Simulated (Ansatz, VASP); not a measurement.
## Two plane-wave programs on Si

File INCAR:

```
SYSTEM = Si
PREC     = Accurate       ! precision mode
ENCUT    = 520            ! plane-wave cutoff, eV
EDIFF    = 1E-6           ! SCF threshold, eV
ISMEAR   = 0              ! smearing method
SIGMA    = 0.05           ! smearing width, eV
LREAL    = .FALSE.        ! projectors in reciprocal space
LASPH    = .TRUE.         ! aspherical terms in the spheres
NELM     = 60             ! most SCF steps
ALGO     = Normal         ! electronic algorithm
ISIF     = 2              ! what is computed and relaxed
LWAVE    = .FALSE.        ! write WAVECAR
LCHARG   = .FALSE.        ! write CHGCAR
GGA      = PE             ! functional
NBANDS   = 16             ! bands
```

The input KPOINTS:

```
regular mesh
0
G
  10 10 10
  0 0 0
```

File POSCAR:

```
Si
1.0
   -3.3455832176      3.3455832176      1.9304179803
    3.3455832176     -3.3455832176      1.9304179803
    3.3455832176      3.3455832176     -1.9304179803
Si
4
Direct
    0.1570918009      0.1630698318      0.3512429843
    0.8309521372      0.8369301682      0.6368009538
    0.1845885386      0.8213894924      0.0059780309
    0.8273675233      0.1786105076      0.0059780309
```

Input for Ansatz:

```yaml
crystal:
  lattice:
    - [-3.3455832176, 3.3455832176, 1.9304179803]
    - [3.3455832176, -3.3455832176, 1.9304179803]
    - [3.3455832176, 3.3455832176, -1.9304179803]
  atoms:
    - { symbol: Si, position: [0.1570918009, 0.1630698318, 0.3512429843] }
    - { symbol: Si, position: [0.8309521372, 0.8369301682, 0.6368009538] }
    - { symbol: Si, position: [0.1845885386, 0.8213894924, 0.0059780309] }
    - { symbol: Si, position: [0.8273675233, 0.1786105076, 0.0059780309] }
basis:
  ecutwfc: 420
kpoints:
  mp_grid: { grid: [10, 10, 10] }
hamiltonian:
  xc: pbe
  pseudopotentials: { kind: paw, azcp: { folder: soft_1 } }
scf:
  occupations: { method: gaussian, width: 0.05 }
output:
  forces: true
  stress: true
  eigenvalues: true
```

Change from the starting cell: mode 7 frozen in at -0.040 Å and mode 10 at -0.060 Å (largest displacements).

Alike in both runs: task single point; functional PBE; k mesh 10 × 10 × 10; occupations gaussian, width 0.05 eV; no spin polarisation.

|  | VASP | Ansatz |
| --- | --- | --- |
| version | VASP 6.6.1 | Ansatz 0.2.0 |
| potentials or method | VASP PAW PBE potentials, release 64 (Si), cutoff 520 eV | scalar-relativistic, plane waves, PAW |
| valence electrons in the cell | 16 | 16 |

Ansatz gave:

| Property | Result |
| --- | --- |
| gap on the k mesh at the Fermi level (eV) | 0.17 |
| least direct gap on the mesh (eV) | 0.23 |
| pressure (GPa) | 0.5 |
| traceless stress, the component that is largest in VASP (GPa) | -1.56 |
| rms of the force components (eV/Å) | 0.697 |

Question: What did VASP give for the same quantities?

Answer: gap on the k mesh at the Fermi level (eV): 0.17; least direct gap on the mesh (eV): 0.23; pressure (GPa): 0.4; traceless stress, the component that is largest in VASP (GPa): -1.55; rms of the force components (eV/Å): 0.695.

Atom by atom the forces differ by 0.002 eV/Å (rms over components).
